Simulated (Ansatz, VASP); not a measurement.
**Al in VASP and in Ansatz**

```xyz
8
Lattice="-2.8144 0.0000 0.0000 -1.4072 -2.4374 0.0000 -0.5863 -0.6093 18.4821" Properties=species:S:1:pos:R:3 pbc="T T T"
Al   -4.2216   -2.4374    1.1551
Al   -4.2216   -2.4374   10.3962
Al   -1.4072   -0.8125   12.7064
Al   -1.4072   -0.8125    3.4654
Al    0.0000    0.0000   15.0167
Al    0.0000    0.0000    5.7757
Al   -2.8144   -1.6249   17.3270
Al   -2.8144   -1.6249    8.0859
```

Alike in both runs: task single point; functional PBE; dispersion D3(BJ); k mesh 16 × 16 × 2; occupations gaussian, width 0.15 eV; no spin polarisation.

|  | VASP | Ansatz |
| --- | --- | --- |
| version | VASP 6.6.1 | Ansatz 0.2.0 |
| potentials or method | VASP PAW PBE potentials, release 64 (Al), cutoff 520 eV | scalar-relativistic, plane waves, PAW |
| valence electrons in the cell | 24 | 24 |

|  | VASP | Ansatz | Ansatz less VASP |
| --- | --- | --- | --- |
| gap on the k mesh at the Fermi level (eV) | none | none | - |
| pressure (GPa) | 0.5 | 0.5 | 0.00 |
| traceless stress, the component that is largest in VASP (GPa) | 1.14 | 1.14 | -0.005 |
| rms of the force components (eV/Å) | 0.129 | 0.129 | 0.0000 |

Atom by atom the forces differ by 0.000 eV/Å (rms over components). A gap of «none» marks a metal or a gap that the smearing closes.
